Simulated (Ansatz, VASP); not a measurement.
## Se: VASP beside Ansatz

INCAR

```
  PREC = Accurate
  ENCUT = 520
  EDIFF = 1E-7
  ISMEAR = -1
  SIGMA = 0.03
  LREAL = F
  LASPH = T
  NELM = 60
  ALGO = Normal
  ISIF = 2
  LWAVE = F
  LCHARG = F
  GGA = CA
  NBANDS = 16
```

KPOINTS

```
regular mesh
0
Gamma
  6 6 5
```

Contents of POSCAR:

```
Se
1.0
    4.3661999489     -0.0218309997     -0.0218309997
   -2.2020061749      3.7921555737     -0.0079907005
   -0.0247680000     -0.0247680000      4.9536000000
Se
3
Direct
    0.2254000000      0.0000000000      0.3333333333
    0.0000000000      0.2254000000      0.6666666667
    0.7746000000      0.7746000000      0.0000000000
```

Input for Ansatz:

```yaml
crystal:
  lattice:
    - [4.3661999489, -0.0218309997, -0.0218309997]
    - [-2.2020061749, 3.7921555737, -0.0079907005]
    - [-0.024768, -0.024768, 4.9536]
  atoms:
    - { symbol: Se, position: [0.2254, 0.0, 0.3333333333] }
    - { symbol: Se, position: [0.0, 0.2254, 0.6666666667] }
    - { symbol: Se, position: [0.7746, 0.7746, 0.0] }
kpoints:
  mp_grid: { grid: [6, 6, 5] }
  band_path:
    path:
      - [0.0, 0.0, 0.0]
      - [0.0, 0.0, 0.5]
      - [-0.5, 0.5, 0.0]
      - [0.0, 0.0, 0.0]
      - [0.0, -0.5, 0.0]
      - [-0.5, 0.0, 0.5]
      - [0.0, 0.0, 0.0]
      - [-0.5, 0.0, 0.0]
      - [0.0, -0.5, 0.5]
    npoints: 5
scf:
  occupations: { method: fermi_dirac, width: 0.03 }
hamiltonian:
  xc: lda
  pseudopotentials: { kind: all_electron, lapw: { basis_error: 0.0005 } }
output:
  forces: true
  stress: true
  eigenvalues: true
```

Change from the starting cell: equal xy, yz and zx shear strains of -1 %.

Alike in both runs: task single point; functional LDA; k mesh 6 × 6 × 5; occupations fermi-dirac, width 0.03 eV; no spin polarisation.

|  | VASP | Ansatz |
| --- | --- | --- |
| version | VASP 6.6.1 | Ansatz 0.2.0 |
| potentials or method | VASP PAW LDA potentials, release 64 (Se), cutoff 520 eV | all-electron LAPW, scalar-relativistic |

```csv
,VASP,Ansatz,Ansatz less VASP
gap on the k mesh at the Fermi level (eV),1.13,1.14,+0.010
pressure (GPa),-1.0,-1.2,-0.21
"traceless stress, the component that is largest in VASP (GPa)",0.96,0.88,-0.083
rms of the force components (eV/Å),0.182,0.157,-0.0253
```

LDA's correlation is that of Perdew and Zunger in VASP and of Perdew and Wang (1992) in Ansatz. Atom by atom the forces differ by 0.030 eV/Å (rms over components). Ansatz ran all-electron here, and VASP with PAW potentials.
